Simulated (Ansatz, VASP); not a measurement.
# One calculation of HCl, two programs

INCAR

```
SYSTEM = HCl
  PREC = Accurate
  ENCUT = 520
  EDIFF = 1E-6
  ISMEAR = 0
  SIGMA = 0.1
  LREAL = .False.
  LASPH = .True.
  NELM = 80
  ALGO = Normal
  ISIF = 2
  LWAVE = .False.
  LCHARG = .False.
  LDIPOL = .True.
  IDIPOL = 3
  DIPOL = 0.5 0.5 0.663
  GGA = PE
  NBANDS = 11
```

File KPOINTS:

```
Automatic mesh
0
Gamma
  3 3 1
  0 0 0
```

POSCAR

```
HCl
1.0
    5.8650143192      0.0000000000      0.0000000000
    0.0000000000      5.8650143192      0.0000000000
    0.0000000000      0.0000000000     25.5035870953
Cl H
1 1
Direct
    0.7500000000      0.7500000000      0.6884179857
    0.7500000000      0.7500000000      0.6371348595
```

Input for Ansatz:

```yaml
crystal:
  lattice:
    - [5.8650143192, 0.0, 0.0]
    - [0.0, 5.8650143192, 0.0]
    - [0.0, 0.0, 25.5035870953]
  atoms:
    - { symbol: Cl, position: [0.75, 0.75, 0.6884179857] }
    - { symbol: H, position: [0.75, 0.75, 0.6371348595] }
basis:
  ecutwfc: 420
kpoints:
  mp_grid: { grid: [3, 3, 1] }
hamiltonian:
  xc: pbe
scf:
  occupations: { method: gaussian, width: 0.1 }
output:
  forces: true
  eigenvalues: true
  write_density: true
  volumetric_format: npy
efield:
  axis: 3
  dipole_correction: true
  ramp_width: 0.04
```

Alike in both runs: task single point; functional PBE; k mesh 3 × 3 × 1; occupations gaussian, width 0.1 eV; no spin polarisation.

|  | VASP | Ansatz |
| --- | --- | --- |
| version | VASP 6.6.1 | Ansatz 0.2.0 |
| potentials or method | VASP PAW PBE potentials, release 64 (Cl, H), cutoff 520 eV | scalar-relativistic, plane waves, PAW |
| valence electrons in the cell | 8 | 8 |

VASP gave:

```
gap on the k mesh at the Fermi level (eV) : 6.22
rms of the force components (eV/Å)        : 0.398
```

Task: What did Ansatz give for the same quantities?

Result: gap on the k mesh at the Fermi level (eV): 6.19; rms of the force components (eV/Å): 0.333.

Atom by atom the forces differ by 0.065 eV/Å (rms over components).
